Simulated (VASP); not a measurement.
# Pd (Fm-3m) in VASP: notebook

The runs below take Pd through single point, relaxation of cell and atoms, with PBE.

Everything below comes from runs of VASP 6.6.1. Logs are shortened: lines on timing, memory, paths and dates and some standing lists are left out, and cuts for length are marked.

**1. The cell of the first run**

Symmetry: Fm-3m, No. 225, cubic system. The conventional cell has a = 3.927 Å, b = 3.927 Å, c = 3.927 Å, α = 90.00°, β = 90.00°, γ = 90.00°. Within 3.7 Å of Pd (site symmetry m-3m) lie 12 Pd at 2.78 Å.

**2. Single point, PBE**

Input file INCAR:

```
PREC     = Accurate       # precision mode
ENCUT    = 520            # plane-wave cutoff, eV
EDIFF    = 1E-6           # SCF threshold, eV
ISMEAR   = -1             # smearing method
SIGMA    = 0.05           # smearing width, eV
LREAL    = F              # projectors in reciprocal space
LASPH    = T              # aspherical terms in the spheres
NELM     = 60             # most SCF steps
ALGO     = Normal         # electronic algorithm
ISIF     = 2              # what is computed and relaxed
LWAVE    = F              # write WAVECAR
LCHARG   = F              # write CHGCAR
GGA      = PE             # functional
NBANDS   = 11             # bands
```

Input file KPOINTS:

```
Automatic mesh
0
Gamma
  12 12 12
```

Input file POSCAR:

```
Pd
1.0
    0.0000000000      1.9634044265      1.9634044265
    1.9634044265      0.0000000000      1.9634044265
    1.9634044265      1.9634044265      0.0000000000
Pd
1
Direct
    0.0000000000      0.0000000000      0.0000000000
```

Potentials or basis: VASP PAW PBE potentials, release 64 (Pd).

On the command line:

```console
> cat potpaw_PBE.64/Pd/POTCAR > POTCAR
> mpirun -np 1 vasp_std > vasp.out
```

OUTCAR:

```text
PREC = Accurate
   ENCUT = 520
   EDIFF = 1E-6
   ISMEAR = -1
   LREAL = F
   LASPH = T
   NELM = 60
   ISIF = 2
   GGA = PE

 ion  position               nearest neighbor table
   1  0.000  0.000  0.000-

  LATTYP: Found a face centered cubic cell.
 ALAT       =     3.9268088530

  Lattice vectors:

 A1 = (   0.0000000000,   1.9634044265,   1.9634044265)
 A2 = (   1.9634044265,   0.0000000000,   1.9634044265)
 A3 = (   1.9634044265,   1.9634044265,   0.0000000000)

Analysis of symmetry for initial positions (statically):
[... 33 lines left out ...]
                                     Primitive cell

  volume of cell :      15.1377

  direct lattice vectors                    reciprocal lattice vectors
     0.000000000  1.963404426  1.963404426    -0.254659709  0.254659709  0.254659709
     1.963404426  0.000000000  1.963404426     0.254659709 -0.254659709  0.254659709
     1.963404426  1.963404426  0.000000000     0.254659709  0.254659709 -0.254659709

  length of vectors
     2.776673168  2.776673168  2.776673168     0.441083555  0.441083555  0.441083555

  position of ions in fractional coordinates (direct lattice)
     0.000000000  0.000000000  0.000000000

  ion indices of the primitive-cell ions
   primitive index   ion index
                 1           1

----------------------------------------------------------------------------------------

 KPOINTS: Automatic mesh

Automatic generation of k-mesh.
 Grid dimensions read from file:
 generate k-points for:   12   12   12

 Generating k-lattice:

  Cartesian coordinates                     Fractional coordinates (reciprocal lattice)
    -0.021221642  0.021221642  0.021221642     0.083333333  0.000000000  0.000000000
     0.021221642 -0.021221642  0.021221642     0.000000000  0.083333333  0.000000000
     0.021221642  0.021221642 -0.021221642     0.000000000  0.000000000  0.083333333

  Length of vectors
     0.036756963  0.036756963  0.036756963

  Shift w.r.t. Gamma in fractional coordinates (k-lattice)
     0.000000000  0.000000000  0.000000000

 Subroutine IBZKPT returns following result:
 ===========================================

 Found     72 irreducible k-points:

 Following reciprocal coordinates:
            Coordinates               Weight
  0.000000  0.000000  0.000000      1.000000
  0.083333  0.000000  0.000000      8.000000
  0.166667  0.000000  0.000000      8.000000
  0.250000  0.000000  0.000000      8.000000
  0.333333  0.000000  0.000000      8.000000
  0.416667  0.000000  0.000000      8.000000
[... 16 lines left out ...]
  0.500000  0.166667  0.000000     24.000000
 -0.416667  0.166667  0.000000     24.000000
 [... further k-points ...]
   k-points           NKPTS =     72   k-points in BZ     NKDIM =     72   number of bands    NBANDS=     11
   number of dos      NEDOS =    301   number of ions     NIONS =      1
   total plane-waves  NPLWV =  13824
   dimension x,y,z NGX =    24 NGY =   24 NGZ =   24
   dimension x,y,z NGXF=    48 NGYF=   48 NGZF=   48
   ions per type =               1
   NGX,Y,Z   is equivalent  to a cutoff of  14.37, 14.37, 14.37 a.u.
   NGXF,Y,Z  is equivalent  to a cutoff of  28.74, 28.74, 28.74 a.u.
 SYSTEM =  unknown system
   PREC   = accura    normal or accurate (medium, high low for compatibility)
   ISTART =      0    job   : 0-new  1-cont  2-samecut
   ICHARG =      2    charge: 1-file 2-atom 10-const
   ISPIN  =      1    spin polarized calculation?
   LNONCOLLINEAR =      F non collinear calculations
   LSORBIT =      F    spin-orbit coupling
   LASPH  =      T    aspherical Exc in radial PAW
   ENCUT  =  520.0 eV  38.22 Ry    6.18 a.u.   5.16  5.16  5.16*2*pi/ulx,y,z
   NELM   =     60;   NELMIN=  2; NELMDL= -5     # of ELM steps
   EDIFF  = 0.1E-05   stopping-criterion for ELM
   LREAL  =      F    real-space projection
   EDIFFG = 0.1E-04   stopping-criterion for IOM
   NSW    =      0    number of steps for IOM
   IBRION =     -1    ionic relax: 0-MD 1-quasi-New 2-CG
   NFREE  =      0    steps in history (QN), initial steepest desc. (CG)
   ISIF   =      2    stress and relaxation
   ISYM   =      2    0-nonsym 1-usesym 2-fastsym
   POTIM  = 0.5000    time-step for ionic-motion
   TEBEG  =    0.0;   TEEND  =   0.0 temperature during run
   PSTRESS=    0.0 pullay stress
   NELECT =      10.0000    total number of electrons
   NUPDOWN=      -1.0000    fix difference up-down
   EMIN   =  10.00;   EMAX   =-10.00  energy-range for DOS
   EFERMI =   0.00;   METHOD = LEGACY
   ISMEAR =    -1;   SIGMA  =   0.05  broadening in eV -4-tet -1-fermi 0-gaus
   EFERMI_NEDOS =   21; number of points for ismear=-14 and -15
   IALGO  =     38    algorithm
   IMIX   =      4    mixing-type and parameters
     AMIX     =   0.40;   BMIX     =  1.00
     AMIX_MAG =   1.60;   BMIX_MAG =  1.00
  volume/ion in A,a.u.               =      15.14       102.15
  Fermi-wavevector in a.u.,A,eV,Ry     =   1.425788  2.694349 27.658909  2.032872
  Thomas-Fermi vector in A             =   2.546135
   LORBIT       =      0    0 simple, 1 ext, 2 COOP (PROOUT), +10 PAW based schemes
   GGA     = PE    functional components
   LHFCALC =     F    Hartree Fock is set to
   AEXX    =    0.0000 exact exchange contribution
   IVDW    =     0    specifies the selected vdW correction
   LEPSILON=     F    determine dielectric tensor
   LRPA    =     F    only Hartree local field effects (RPA)
 non-spin polarized calculation
  energy-cutoff  :      520.00
  volume of cell :       15.14
 maximum number of plane-waves:       419
 NGX is ok and might be reduce to    24
   NGX = 11   NGY = 11   NGZ = 11

 number of electron      10.0000000 magnetization

 number of electron       9.9999999 magnetization

 Free energy of the ion-electron system (eV)
  ---------------------------------------------------
  ext. energy  EPLUGINS =         0.00000000
  ---------------------------------------------------
  free energy    TOTEN  =        -5.22962308 eV

  energy without entropy =       -5.20945176  energy(sigma->0) =       -5.21953742

 E-fermi :   9.3203     XC(G=0): -13.0252

 val. band max:        9.3146945215   @ k =  -0.4167   0.4167   0.1667
 cond. band min:       9.3203731375   @ k =  -0.3333   0.4167   0.0833
 fundamental gap:      0.0056786160
 Fermi energy:         9.3202840203

 k-point     1 :       0.0000    0.0000    0.0000
  band No.  band energies     occupation
      1       2.4106      2.00000
      2       6.6184      2.00000
      3       6.6184      2.00000
      4       6.6184      2.00000
      5       8.1618      2.00000
      6       8.1618      2.00000
      7      26.5280      0.00000
      8      31.1586      0.00000
      9      31.1586      0.00000
     10      31.1586      0.00000
     11      35.6255      0.00000

 k-point     2 :       0.0833    0.0000    0.0000
  band No.  band energies     occupation
      1       2.6552      2.00000
      2       6.5368      2.00000
      3       6.7000      2.00000
      4       6.7000      2.00000
      5       8.1251      2.00000
      6       8.1251      2.00000
      7      26.7578      0.00000
      8      29.6662      0.00000
      9      31.4259      0.00000
     10      31.4259      0.00000
     11      35.7366      0.00000

 k-point     3 :       0.1667    0.0000    0.0000
  band No.  band energies     occupation
      1       3.3193      2.00000
      2       6.3961      2.00000
      3       6.8651      2.00000
      4       6.8651      2.00000
      5       8.1016      2.00000
      6       8.1016      2.00000
      7      26.4280      0.00000
      8      27.7866      0.00000
      9      32.1101      0.00000
     10      32.1101      0.00000
     11      35.3275      0.00000

 k-point     4 :       0.2500    0.0000    0.0000
  band No.  band energies     occupation
      1       4.0690      2.00000
      2       6.5955      2.00000
      3       6.9002      2.00000
      4       6.9002      2.00000
      5       8.3078      2.00000
      6       8.3078      2.00000
      7      23.6612      0.00000
      8      27.5177      0.00000
      9      32.6478      0.00000
     10      32.6478      0.00000
     11      34.9179      0.00000

 k-point     5 :       0.3333    0.0000    0.0000
  band No.  band energies     occupation
      1       4.3411      2.00000
      2       6.7699      2.00000
      3       6.7699      2.00000
      4       7.7128      2.00000
      5       8.7413      1.99998
      6       8.7413      1.99998
      7      20.5938      0.00000
      8      26.7884      0.00000
      9      31.8194      0.00000
     10      31.8194      0.00000
     11      35.4330      0.00000

 k-point     6 :       0.4167    0.0000    0.0000
  band No.  band energies     occupation
      1       4.2923      2.00000
      2       6.6306      2.00000
      3       6.6306      2.00000
      4       9.1481      1.93809
      5       9.1481      1.93809
      6       9.4077      0.29659
      7      17.8267      0.00000
      8      26.1253      0.00000
      9      30.6567      0.00000
     10      30.6567      0.00000
     11      35.7362      0.00000

 k-point     7 :       0.5000    0.0000    0.0000
  band No.  band energies     occupation
      1       4.2490      2.00000
      2       6.5756      2.00000
      3       6.5756      2.00000
      4       9.3120      1.08257
      5       9.3120      1.08256
      6      10.4236      0.00000
      7      16.4621      0.00000
      8      25.8805      0.00000
      9      30.2014      0.00000
     10      30.2014      0.00000
     11      36.2790      0.00000

 k-point     8 :       0.0833    0.0833    0.0000
  band No.  band energies     occupation
      1       2.7370      2.00000
      2       6.4446      2.00000
      3       6.7646      2.00000
      4       6.7646      2.00000
      5       7.9849      2.00000
      6       8.2315      2.00000
      7      26.8684      0.00000
      8      30.1074      0.00000
      9      30.8868      0.00000
     10      30.8868      0.00000
     11      35.7317      0.00000
[... 141 lines left out ...]
 k-point    19 :       0.1667    0.1667    0.0000
  band No.  band energies     occupation
      1       3.6238      2.00000
      2       5.9956      2.00000
      3       7.1905      2.00000
      4       7.1905      2.00000
      5       7.5928      2.00000
      6       8.4256      2.00000
      7      27.7503      0.00000
      8      28.7238      0.00000
      9      29.5525      0.00000
     10      29.5525      0.00000
     11      35.5300      0.00000

 k-point    20 :       0.2500    0.1667    0.0000
  band No.  band energies     occupation
      1       4.2628      2.00000
      2       5.7655      2.00000
      3       7.1160      2.00000
      4       7.4162      2.00000
      5       7.9266      2.00000
      6       8.6015      2.00000
      7      26.2202      0.00000
      8      28.1057      0.00000
      9      28.6605      0.00000
     10      30.0220      0.00000
     11      34.5976      0.00000

 k-point    21 :       0.3333    0.1667    0.0000
  band No.  band energies     occupation
      1       4.7812      2.00000
      2       5.8517      2.00000
      3       6.7961      2.00000
      4       7.4295      2.00000
      5       8.9396      1.99901
      6       8.9728      1.99808
      7      23.1055      0.00000
      8      27.4455      0.00000
      9      27.9816      0.00000
     10      30.1716      0.00000
     11      35.1109      0.00000

 k-point    22 :       0.4167    0.1667    0.0000
  band No.  band energies     occupation
      1       4.8238      2.00000
      2       6.2195      2.00000
      3       6.7920      2.00000
      4       7.2969      2.00000
      5       9.2696      1.46735
      6      10.5291      0.00000
      7      19.9524      0.00000
      8      26.4590      0.00000
      9      27.6530      0.00000
     10      29.3916      0.00000
     11      35.7306      0.00000

 k-point    23 :       0.5000    0.1667    0.0000
  band No.  band energies     occupation
      1       4.7902      2.00000
      2       6.1621      2.00000
      3       7.1574      2.00000
      4       7.3047      2.00000
      5       9.3530      0.68411
      6      12.3725      0.00000
      7      17.2614      0.00000
      8      25.5976      0.00000
      9      27.9233      0.00000
     10      28.4845      0.00000
     11      35.7452      0.00000

 k-point    24 :      -0.4167    0.1667    0.0000
  band No.  band energies     occupation
      1       4.8399      2.00000
      2       6.1685      2.00000
      3       7.0914      2.00000
      4       7.5024      2.00000
      5       9.0970      1.97727
      6      12.9168      0.00000
      7      16.7497      0.00000
      8      25.0004      0.00000
      9      28.0481      0.00000
     10      28.9594      0.00000
     11      35.7380      0.00000

 [... further k-points ...]
[... 5 lines left out ...]
  --------------------------------------------------------------------------------------
  -------------------------------------------------------------------------------------
  Total        0.1599018      0.1599018      0.1599018     -0.0000000     -0.0000000      0.0000000
  in kB       16.9240638     16.9240638     16.9240638     -0.0000000     -0.0000000      0.0000000
  external PRESSURE =      16.9240638 kB  Pullay stress =       0.0000000 kB

 VOLUME and BASIS-vectors are now :
 -----------------------------------------------------------------------------
  energy-cutoff  :      520.00
  volume of cell :       15.14
      direct lattice vectors                 reciprocal lattice vectors
     0.000000000  1.963404426  1.963404426    -0.254659709  0.254659709  0.254659709
     1.963404426  0.000000000  1.963404426     0.254659709 -0.254659709  0.254659709
     1.963404426  1.963404426  0.000000000     0.254659709  0.254659709 -0.254659709

 POSITION                                       TOTAL-FORCE (eV/Angst)
 -----------------------------------------------------------------------------------
      0.00000      0.00000      0.00000         0.000000      0.000000      0.000000
 -----------------------------------------------------------------------------------
    total drift:                               -0.000000      0.000000     -0.000000

  FREE ENERGIE OF THE ION-ELECTRON SYSTEM (eV)
  ---------------------------------------------------
  free  energy   TOTEN  =        -5.2296230806 eV

  energy  without entropy=       -5.2094517633  energy(sigma->0) =       -5.21953742
```

Wall time 8.8 s (1 thread of Intel Xeon 6975P-C, shared host); peak memory 0.15 GiB.

Results:

| Property | Result |
| --- | --- |
| Free energy | -5.2296 eV |
| Pressure | 1.7 GPa |
| Band gap on the k mesh | zero (band 5 reaches 9.61 eV, above the bottom of band 6 at 8.10 eV) |

Levels at points of the mesh, in eV from the Fermi level:
| k point | band 1 | band 2 | band 3 | band 4 | band 5 | band 6 | band 7 | band 8 | band 9 | band 10 |
| --- | --- | --- | --- | --- | --- | --- | --- | --- | --- | --- |
| (0.00, 0.00, 0.00) | -6.91 | -2.70 | -2.70 | -2.70 | -1.16 | -1.16 | 17.21 | 21.84 | 21.84 | 21.84 |
| (0.50, 0.00, 0.00) | -5.07 | -2.74 | -2.74 | -0.01 | -0.01 | 1.10 | 7.14 | 16.56 | 20.88 | 20.88 |
| (0.50, 0.50, 0.00) | -5.15 | -4.88 | -0.04 | 0.29 | 0.29 | 3.38 | 10.53 | 13.10 | 13.10 | 21.23 |

(Continued in part 2 of 2.)
